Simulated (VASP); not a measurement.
Tl, 2 atoms in the cell. The structure is hexagonal, space group P6_3/mmc (No. 194). The conventional cell has a = 3.760 Å, b = 3.760 Å, c = 5.904 Å, α = 90.00°, β = 90.00°, γ = 120.00°. Within 4.8 Å of Tl (site symmetry -6m2) lie 12 Tl at 3.66 to 3.76 Å. 

| Quantity | Value |
| --- | --- |
| Program | VASP 6.6.1 |
| Task | single point |
| Functional | r2SCAN |
| Potentials or basis | VASP PAW PBE potentials, release 64 (Tl_d) |
| Cutoff | 520 eV |
| k mesh | 6 × 6 × 3 |
| Occupations | tetrahedron |
| Spin | no spin polarisation |
| Dipole correction | no |
| Further INCAR settings | ALGO = Normal; EDIFF = 1e-06; NBANDS = 20 |

Potentials or basis: VASP PAW PBE potentials, release 64 (Tl_d).

Command:

```bash
$ cat potpaw_PBE.64/Tl_d/POTCAR > POTCAR
$ cp INCAR.step1 INCAR
$ mpirun -np 1 vasp_std > vasp.out
$ cp INCAR.step2 INCAR
$ mpirun -np 1 vasp_std > vasp.out
```

Hardware: 1 thread of Intel(R) Xeon(R) Platinum 8488C (Sapphire Rapids) (shared host).

Problem. How long does it take, and how much memory?

Solution. Run time: 100 s on 1 thread of Intel(R) Xeon(R) Platinum 8488C (Sapphire Rapids) (shared host), peak memory 0.2 GiB. Counts: k points 26.
